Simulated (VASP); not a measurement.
GaP2:

```
CELL_PARAMETERS angstrom
0.00000 3.06691 3.06691
3.06691 0.00000 3.06691
3.06691 3.06691 0.00000
ATOMIC_POSITIONS crystal
Ga 0.50000 0.50000 0.50000
P 0.75000 0.75000 0.75000
P 0.00000 0.00000 0.00000
```

| Item | Value |
| --- | --- |
| Program | VASP 6.6.1 |
| Task | relaxation of cell and atoms |
| Functional | PBE |
| Potentials or basis | VASP PAW PBE potentials, release 64 (Ga_d, P) |
| Cutoff | 600 eV |
| k mesh | 6 × 6 × 6 |
| Occupations | gaussian, width 0.1 eV |
| Spin | no spin polarisation |

At the start: pressure -3.3 GPa; volume 19.23 Å³/atom.

Question: How do energy, volume and symmetry change on relaxing?

Answer: Over 3 steps the energy falls by 12.9 meV/atom and the volume is 18.00 Å³/atom (-6.4 %); space group F-43m (No. 216, to 0.05 Å).

The path:
```tsv
step	energy change (eV)	largest force (eV/Å)	pressure (GPa)	volume (Å³)
1	0.0000	0.0000	-3.32	57.69
2	-0.0383	0.0000	-0.40	54.43
3	-0.0388	0.0000	-0.04	54.00
```

Final structure:
```
Ga P
1.0
     0.00000    3.00005    3.00005
     3.00005    0.00000    3.00005
     3.00005    3.00005    0.00000
Ga P
1 2
Direct
  0.50000 0.50000 0.50000
  0.75000 0.75000 0.75000
  0.00000 0.00000 0.00000
```
